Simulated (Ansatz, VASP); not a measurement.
**One calculation of GeCN2, two programs**

INCAR

```
SYSTEM = GeCN2
PREC     = Accurate       ! precision mode
ENCUT    = 520            ! plane-wave cutoff, eV
EDIFF    = 1E-7           ! SCF threshold, eV
ISMEAR   = -1             ! smearing method
SIGMA    = 0.05           ! smearing width, eV
LREAL    = .FALSE.        ! projectors in reciprocal space
LASPH    = .TRUE.         ! aspherical terms in the spheres
NELM     = 60             ! most SCF steps
ALGO     = Normal         ! electronic algorithm
ISIF     = 2              ! what is computed and relaxed
LWAVE    = .FALSE.        ! write WAVECAR
LCHARG   = .TRUE.         ! write CHGCAR
GGA      = PE             ! functional
LELF     = .TRUE.         ! ELF
LVHAR    = .TRUE.       
NBANDS   = 22             ! bands
```

KPOINTS

```
regular mesh
0
G
  9 9 9
  0 0 0
```

File POSCAR:

```
GeCN2
1.0
    1.7817511454      1.0286945034      4.8889229472
   -1.7817511454      1.0286945034      4.8889229472
    0.0000000000     -2.0573890068      4.8889229472
Ge N C
1 2 1
Direct
    0.0000000000      0.0000000000      0.0000000000
    0.5839044000      0.5839044000      0.5839044000
    0.4160956000      0.4160956000      0.4160956000
    0.5000000000      0.5000000000      0.5000000000
```

Contents of input.yaml:

```yaml
crystal:
  lattice:
    - [1.7817511454, 1.0286945034, 4.8889229472]
    - [-1.7817511454, 1.0286945034, 4.8889229472]
    - [0.0, -2.0573890068, 4.8889229472]
  atoms:
    - { symbol: Ge, position: [0.0, 0.0, 0.0] }
    - { symbol: "N", position: [0.5839044, 0.5839044, 0.5839044] }
    - { symbol: "N", position: [0.4160956, 0.4160956, 0.4160956] }
    - { symbol: C, position: [0.5, 0.5, 0.5] }
hamiltonian:
  xc: pbe
  pseudopotentials: { kind: paw }
kpoints:
  mp_grid: { grid: [9, 9, 9] }
scf:
  occupations: { method: fermi_dirac, width: 0.05 }
output:
  forces: true
  stress: true
  eigenvalues: true
```

Alike in both runs: task single point; functional PBE; k mesh 9 × 9 × 9; occupations fermi-dirac, width 0.05 eV; no spin polarisation.

|  | VASP | Ansatz |
| --- | --- | --- |
| version | VASP 6.6.1 | Ansatz 0.2.0 |
| potentials or method | VASP PAW PBE potentials, release 64 (Ge_d, N, C) | Ansatz PAW |
| plane-wave cutoff (eV) | 520 | 420 |
| valence electrons in the cell | 28 | 28 |

Ansatz gave:

| Item | Value |
| --- | --- |
| gap on the k mesh at the Fermi level (eV) | 1.07 |
| least direct gap on the mesh (eV) | 1.90 |
| pressure (GPa) | 2.8 |
| traceless stress, the component that is largest in VASP (GPa) | 3.11 |
| rms of the force components (eV/Å) | 0.231 |

Task: Which values does VASP return?

Result: gap on the k mesh at the Fermi level (eV): 1.07; least direct gap on the mesh (eV): 1.88; pressure (GPa): 2.9; traceless stress, the component that is largest in VASP (GPa): 3.67; rms of the force components (eV/Å): 0.272.

Atom by atom the forces differ by 0.042 eV/Å (rms over components).

Noted on VASP's run: the standard files for N, O and F lose accuracy on very short bonds. Noted on Ansatz's run: odd divisions of the mesh miss points on the zone boundary, where band edges often lie, so the gap on the mesh can be too wide.
